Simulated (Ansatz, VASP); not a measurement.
# One calculation of Ta7NbN8, two programs

```
Nb N Ta
1.0
     0.00000    4.35800    4.35800
     4.35800    0.00000    4.35800
     4.35800    4.35800    0.00000
Nb N Ta
1 8 7
Direct
  0.25000 0.25000 0.25000
  0.00000 0.00000 0.00000
  0.00000 0.00000 0.50000
  0.00000 0.50000 0.00000
  0.00000 0.50000 0.50000
  0.50000 0.00000 0.00000
  0.50000 0.00000 0.50000
  0.50000 0.50000 0.00000
  0.50000 0.50000 0.50000
  0.25000 0.25000 0.75000
  0.25000 0.75000 0.25000
  0.25000 0.75000 0.75000
  0.75000 0.25000 0.25000
  0.75000 0.25000 0.75000
  0.75000 0.75000 0.25000
  0.75000 0.75000 0.75000
```

Alike in both runs: task single point; functional PBEsol; k mesh 3 × 3 × 3; occupations methfessel-paxton of order 1, width 0.15 eV; no spin polarisation.

|  | VASP | Ansatz |
| --- | --- | --- |
| version | VASP 6.6.1 | Ansatz 0.2.0 |
| potentials or method | VASP PAW PBE potentials, release 64 (Nb_sv, N, Ta_pv), cutoff 520 eV | plane waves, PAW |
| valence electrons in the cell | 130 | 144 |

```csv
,VASP,Ansatz,Ansatz less VASP
gap on the k mesh at the Fermi level (eV),none,none,-
rms of the force components (eV/Å),0.093,0.107,+0.0131
```

VASP's potentials were made for PBE, not for PBEsol. A gap of «none» marks a metal or a gap that the smearing closes. VASP's potentials hold 130 valence electrons a cell and Ansatz's 144, so a difference there can come from the potentials and not from the codes.

The k mesh is coarse, so the values compare programs but aren't converged. Neither program's run includes spin-orbit coupling.
